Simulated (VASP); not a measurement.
# Os12F in VASP: single point with PBE

Aim: the single point of Os12F with PBE.

All numbers are computed with VASP 6.6.1; they aren't measurements. Logs are shortened: lines on timing, memory, paths and dates and some standing lists are left out, and cuts for length are marked.

## (1) The cell of the first run

The cell holds a slab with vacuum, 13 atoms: a = 5.480 Å, b = 5.480 Å, c = 17.326 Å, α = 90.00°, β = 90.00°, γ = 60.00°.

## (2) Single point, PBE

INCAR reads:

```
PREC = Accurate
ENCUT = 520
EDIFF = 1E-6
ISMEAR = 0
SIGMA = 0.1
LREAL = False
LASPH = True
NELM = 100
ALGO = Normal
ISIF = 2
LWAVE = False
LCHARG = False
GGA = PE
NBANDS = 64
```

KPOINTS reads:

```
Automatic mesh
0
Gamma
  4 4 1
```

POSCAR reads:

```
Os12F
1.0
    5.4800000000      0.0000000000      0.0000000000
    2.7400000000      4.7458190000      0.0000000000
    0.0000000000      0.0000000000     17.3264600000
Os F
12 1
Direct
    0.0000000000      0.0000000000      0.0577152000
    0.5000000000      0.0000000000      0.0577152000
    0.0000000000      0.5000000000      0.0577152000
    0.5000000000      0.5000000000      0.0577152000
   -0.1665501268      0.3331219948      0.1788071544
    0.3319423812      0.3361410348      0.1815874742
   -0.1657764779      0.8337359923      0.1788287182
    0.3320729329      0.8337173678      0.1788306003
    0.0003585215     -0.0006866065      0.2992295518
    0.4996369682      0.0007226463      0.2990636886
   -0.0117691590      0.5019810598      0.3008789826
    0.5097865998      0.5020133954      0.3008571220
    0.7246096991      0.5503620677      0.4046050973
```

Potentials or basis: VASP PAW PBE potentials, release 64 (Os, F).

Command:

```sh
$ cat potpaw_PBE.64/Os/POTCAR potpaw_PBE.64/F/POTCAR > POTCAR
$ mpirun -np 1 vasp_std > vasp.out
```

OUTCAR:

```text
PREC = Accurate
   ENCUT = 520
   EDIFF = 1E-6
   ISMEAR = 0
   LREAL = False
   LASPH = True
   NELM = 100
   ISIF = 2
   GGA = PE

 ion  position               nearest neighbor table
   1  0.000  0.000  0.058-   7 2.62   8 2.62   5 2.63   3 2.74   3 2.74   4 2.74   4 2.74   2 2.74
                             2 2.74
   2  0.500  0.000  0.058-   8 2.63   7 2.63   6 2.67   4 2.74   3 2.74   4 2.74   3 2.74   1 2.74
                             1 2.74
   3  0.000  0.500  0.058-   5 2.63   7 2.63   6 2.66   1 2.74   1 2.74   2 2.74   2 2.74   4 2.74
                             4 2.74
   4  0.500  0.500  0.058-   5 2.63   8 2.63   6 2.66   2 2.74   1 2.74   2 2.74   1 2.74   3 2.74
                             3 2.74
   5  0.833  0.333  0.179-  12 2.61  11 2.61   9 2.62   1 2.63   3 2.63   4 2.63   7 2.73   8 2.73
                             6 2.74   6 2.74   8 2.75   7 2.75
   6  0.332  0.336  0.182-  10 2.58  12 2.63  11 2.63   4 2.66   3 2.66   2 2.67   8 2.73   7 2.73
                             5 2.74   5 2.74   7 2.75   8 2.75
   7  0.834  0.834  0.179-   9 2.61  10 2.62   1 2.62   3 2.63   2 2.63  11 2.64   6 2.73   8 2.73
                             5 2.73   5 2.75   8 2.75   6 2.75
   8  0.332  0.834  0.179-   9 2.61  10 2.62   1 2.62   4 2.63   2 2.63  12 2.64   6 2.73   7 2.73
                             5 2.73   5 2.75   7 2.75   6 2.75
   9  0.000  0.999  0.299-   8 2.61   7 2.61   5 2.62  11 2.72  12 2.72  10 2.74  10 2.74  12 2.76
                            11 2.76
  10  0.500  0.001  0.299-   6 2.58   8 2.62   7 2.62  12 2.71  11 2.71   9 2.74   9 2.74  11 2.78
                            12 2.78
  11  0.988  0.502  0.301-  13 2.24   5 2.61  12 2.62   6 2.63   7 2.64  10 2.71   9 2.72   9 2.76
                            10 2.78  12 2.86
  12  0.510  0.502  0.301-  13 2.24   5 2.61  11 2.62   6 2.63   8 2.64  10 2.71   9 2.72   9 2.76
                            10 2.78  11 2.86
  13  0.725  0.550  0.405-  12 2.24  11 2.24

  LATTYP: Found a hexagonal cell.
 ALAT       =     5.4799998158
 C/A-ratio  =     3.1617628800

  Lattice vectors:

 A1 = (  -2.7400000000,  -4.7458190000,   0.0000000000)
 A2 = (   5.4800000000,   0.0000000000,   0.0000000000)
 A3 = (   0.0000000000,   0.0000000000,  17.3264600000)

Analysis of symmetry for initial positions (statically):
=====================================================================
 Subroutine PRICEL returns:
 Original cell was already a primitive cell.

 Routine SETGRP: Setting up the symmetry group for a
 hexagonal supercell.

 Subroutine GETGRP returns: Found  1 space group operations
 (whereof  1 operations were pure point group operations)
 out of a pool of 24 trial point group operations.

The static configuration has the point symmetry C_1 .

Analysis of symmetry for dynamics (positions and initial velocities):
=====================================================================
 Subroutine PRICEL returns:
 Original cell was already a primitive cell.

 Routine SETGRP: Setting up the symmetry group for a
 hexagonal supercell.

 Subroutine GETGRP returns: Found  1 space group operations
 (whereof  1 operations were pure point group operations)
 out of a pool of 24 trial point group operations.

The dynamic configuration has the point symmetry C_1 .

 Subroutine INISYM returns: Found  1 space group operations
 (whereof  1 operations are pure point group operations),
 and found     1 'primitive' translations

----------------------------------------------------------------------------------------

                                     Primitive cell

  volume of cell :     450.6108

  direct lattice vectors                    reciprocal lattice vectors
     5.480000000  0.000000000  0.000000000     0.182481752 -0.105355893  0.000000000
     2.740000000  4.745819000  0.000000000     0.000000000  0.210711787  0.000000000
     0.000000000  0.000000000 17.326460000     0.000000000  0.000000000  0.057715194

  length of vectors
     5.480000000  5.479999816 17.326460000     0.210711779  0.210711787  0.057715194

  position of ions in fractional coordinates (direct lattice)
     0.000000000  0.000000000  0.057715200
     0.500000000  0.000000000  0.057715200
     0.000000000  0.500000000  0.057715200
[... 39 lines left out ...]
     0.000000000  0.052677947  0.000000000     0.000000000  0.250000000  0.000000000
     0.000000000  0.000000000  0.057715194     0.000000000  0.000000000  1.000000000

  Length of vectors
     0.052677945  0.052677947  0.057715194

  Shift w.r.t. Gamma in fractional coordinates (k-lattice)
     0.000000000  0.000000000  0.000000000

 Subroutine IBZKPT returns following result:
 ===========================================

 Found     10 irreducible k-points:

 Following reciprocal coordinates:
            Coordinates               Weight
  0.000000  0.000000  0.000000      1.000000
  0.250000 -0.000000  0.000000      2.000000
  0.250000  0.250000  0.000000      2.000000
  0.000000  0.250000  0.000000      2.000000
  0.500000 -0.000000  0.000000      1.000000
  0.500000  0.500000  0.000000      1.000000
  0.000000  0.500000  0.000000      1.000000
  0.500000  0.250000  0.000000      2.000000
  0.250000  0.500000  0.000000      2.000000
 -0.250000  0.250000  0.000000      2.000000
   k-points           NKPTS =     10   k-points in BZ     NKDIM =     10   number of bands    NBANDS=     64
   number of dos      NEDOS =    301   number of ions     NIONS =     13
   total plane-waves  NPLWV = 246960
   dimension x,y,z NGX =    42 NGY =   42 NGZ =  140
   dimension x,y,z NGXF=    84 NGYF=   84 NGZF=  280
   ions per type =              12   1
   NGX,Y,Z   is equivalent  to a cutoff of  12.74, 12.74, 13.43 a.u.
   NGXF,Y,Z  is equivalent  to a cutoff of  25.48, 25.48, 26.87 a.u.
 SYSTEM =  unknown system
   PREC   = accura    normal or accurate (medium, high low for compatibility)
   ISTART =      0    job   : 0-new  1-cont  2-samecut
   ICHARG =      2    charge: 1-file 2-atom 10-const
   ISPIN  =      1    spin polarized calculation?
   LNONCOLLINEAR =      F non collinear calculations
   LSORBIT =      F    spin-orbit coupling
   LASPH  =      T    aspherical Exc in radial PAW
   ENCUT  =  520.0 eV  38.22 Ry    6.18 a.u.  10.19 10.19 32.22*2*pi/ulx,y,z
   NELM   =    100;   NELMIN=  2; NELMDL= -5     # of ELM steps
   EDIFF  = 0.1E-05   stopping-criterion for ELM
   LREAL  =      F    real-space projection
   EDIFFG = 0.1E-04   stopping-criterion for IOM
   NSW    =      0    number of steps for IOM
   IBRION =     -1    ionic relax: 0-MD 1-quasi-New 2-CG
   NFREE  =      0    steps in history (QN), initial steepest desc. (CG)
   ISIF   =      2    stress and relaxation
   ISYM   =      2    0-nonsym 1-usesym 2-fastsym
   POTIM  = 0.5000    time-step for ionic-motion
   TEBEG  =    0.0;   TEEND  =   0.0 temperature during run
   PSTRESS=    0.0 pullay stress
   NELECT =     103.0000    total number of electrons
   NUPDOWN=      -1.0000    fix difference up-down
   EMIN   =  10.00;   EMAX   =-10.00  energy-range for DOS
   EFERMI =   0.00;   METHOD = LEGACY
   ISMEAR =     0;   SIGMA  =   0.10  broadening in eV -4-tet -1-fermi 0-gaus
   EFERMI_NEDOS =   21; number of points for ismear=-14 and -15
   IALGO  =     38    algorithm
   IMIX   =      4    mixing-type and parameters
     AMIX     =   0.40;   BMIX     =  1.00
     AMIX_MAG =   1.60;   BMIX_MAG =  1.00
  volume/ion in A,a.u.               =      34.66       233.91
  Fermi-wavevector in a.u.,A,eV,Ry     =   1.000968  1.891555 13.632171  1.001936
  Thomas-Fermi vector in A             =   2.133359
   LORBIT       =      0    0 simple, 1 ext, 2 COOP (PROOUT), +10 PAW based schemes
   GGA     = PE    functional components
   LHFCALC =     F    Hartree Fock is set to
   AEXX    =    0.0000 exact exchange contribution
   IVDW    =     0    specifies the selected vdW correction
   LEPSILON=     F    determine dielectric tensor
   LRPA    =     F    only Hartree local field effects (RPA)
 non-spin polarized calculation
 Gauss-broadening in eV      SIGMA  =   0.10
  energy-cutoff  :      520.00
  volume of cell :      450.61
 maximum number of plane-waves:     12136
 NGX is ok and might be reduce to    42
   NGX = 21   NGY = 21   NGZ = 65

 number of electron     103.0000005 magnetization

 Free energy of the ion-electron system (eV)
  ---------------------------------------------------
  ext. energy  EPLUGINS =         0.00000000
  ---------------------------------------------------
  free energy    TOTEN  =      -130.29409781 eV

  energy without entropy =     -130.25245108  energy(sigma->0) =     -130.27327444

 E-fermi :   0.1335     XC(G=0):  -6.5480

 val. band max:        0.1042469741   @ k =   0.5000   0.2500   0.0000
 cond. band min:       0.1459503643   @ k =   0.5000  -0.0000   0.0000
 fundamental gap:      0.0417033902
 Fermi energy:         0.1335289508

 k-point     1 :       0.0000    0.0000    0.0000
  band No.  band energies     occupation
      1     -22.9901      2.00000
      2      -9.8537      2.00000
      3      -7.6046      2.00000
      4      -7.3245      2.00000
      5      -7.1952      2.00000
      6      -7.1663      2.00000
[... 649 lines left out ...]
     62       1.5652      0.00000
     63       1.6866      0.00000
 [bands above 63 left out]

------------------------ aborting loop because EDIFF is reached ----------------------------------------

  FORCE on cell =-STRESS in cart. coord.  units (eV):
  Direction    XX          YY          ZZ          XY          YZ          ZX
  --------------------------------------------------------------------------------------
  -------------------------------------------------------------------------------------
  Total       -9.2137751     -8.5233776     -0.1905487      0.0003448      0.0653295      0.0011546
  in kB      -32.7602056    -30.3054505     -0.6775088      0.0012260      0.2322834      0.0041051
  external PRESSURE =     -21.2477216 kB  Pullay stress =       0.0000000 kB

 VOLUME and BASIS-vectors are now :
 -----------------------------------------------------------------------------
  energy-cutoff  :      520.00
  volume of cell :      450.61
      direct lattice vectors                 reciprocal lattice vectors
     5.480000000  0.000000000  0.000000000     0.182481752 -0.105355893  0.000000000
     2.740000000  4.745819000  0.000000000     0.000000000  0.210711787  0.000000000
     0.000000000  0.000000000 17.326460000     0.000000000  0.000000000  0.057715194

 POSITION                                       TOTAL-FORCE (eV/Angst)
 -----------------------------------------------------------------------------------
      0.00000      0.00000      1.00000         0.000229      0.093231     -0.035028
      2.74000      0.00000      1.00000         0.000640     -0.017038      0.029042
      1.37000      2.37291      1.00000         0.070321     -0.038844      0.010588
      4.11000      2.37291      1.00000        -0.069654     -0.039529      0.010042
      5.48006      1.58094      3.09810         0.000791      0.006063     -0.005252
      2.74007      1.59526      3.14627        -0.002403      0.003824      0.024381
      6.85598      3.95676      3.09847        -0.007504     -0.014581      0.001644
      4.10415      3.95667      3.09850         0.006092     -0.011139      0.000750
      2.74008      4.74256      5.18459        -0.000303     -0.003503      0.016396
      2.73999      0.00343      5.18172         0.000492     -0.004808     -0.006643
      6.79093      2.38231      5.21317         0.026877      0.006941     -0.059460
      4.16915      2.38246      5.21279        -0.026221      0.006035     -0.051692
      5.47885      2.61192      7.01037         0.000643      0.013349      0.065231
 -----------------------------------------------------------------------------------
    total drift:                               -0.000047      0.000769     -0.000100

  FREE ENERGIE OF THE ION-ELECTRON SYSTEM (eV)
  ---------------------------------------------------
  free  energy   TOTEN  =      -130.2940978086 eV

  energy  without entropy=     -130.2524510772  energy(sigma->0) =     -130.27327444
```

Run time: 16 min. Hardware: 1 thread of Intel Xeon Platinum 8259CL at 2.50GHz (Skylake/Cascade Lake), shared host; peak memory 0.67 GiB.

Results:

| Property | Result |
| --- | --- |
| Free energy | -130.2941 eV |
| Largest force | 0.100 eV/Å |
| Band gap on the k mesh | zero (an odd number of electrons rules out a gap without spin polarisation) |

Forces on the atoms (eV/Å):
```
Os   0.000  0.093 -0.035
Os   0.001 -0.017  0.029
Os   0.070 -0.039  0.011
Os  -0.070 -0.040  0.010
Os   0.001  0.006 -0.005
Os  -0.002  0.004  0.024
Os  -0.008 -0.015  0.002
Os   0.006 -0.011  0.001
Os   0.000 -0.004  0.016
Os   0.000 -0.005 -0.007
Os   0.027  0.007 -0.059
Os  -0.026  0.006 -0.052
F    0.001  0.013  0.065
```

Levels at points of the mesh, in eV from the Fermi level:
| k point | band 47 | band 48 | band 49 | band 50 | band 51 | band 52 | band 53 | band 54 | band 55 | band 56 |
| --- | --- | --- | --- | --- | --- | --- | --- | --- | --- | --- |
| (0.00, 0.00, 0.00) | -0.13 | 0.17 | 0.68 | 0.75 | 0.85 | 1.18 | 1.20 | 1.39 | 1.84 | 1.84 |
| (0.50, 0.00, 0.00) | -1.32 | -1.19 | -0.40 | -0.38 | -0.27 | 0.01 | 0.06 | 0.21 | 0.33 | 0.40 |
| (0.50, 0.50, 0.00) | -1.32 | -1.19 | -0.40 | -0.38 | -0.27 | 0.01 | 0.06 | 0.21 | 0.33 | 0.40 |
| (0.00, 0.50, 0.00) | -1.34 | -1.27 | -0.47 | -0.32 | -0.11 | -0.04 | 0.08 | 0.12 | 0.34 | 0.46 |

Caveat: there is no dipole correction, which matters where the two faces differ; spin-orbit coupling is left out, which moves the levels of the heavy elements.

The gap in the log of VASP goes by the Fermi energy; the results here count the filled bands.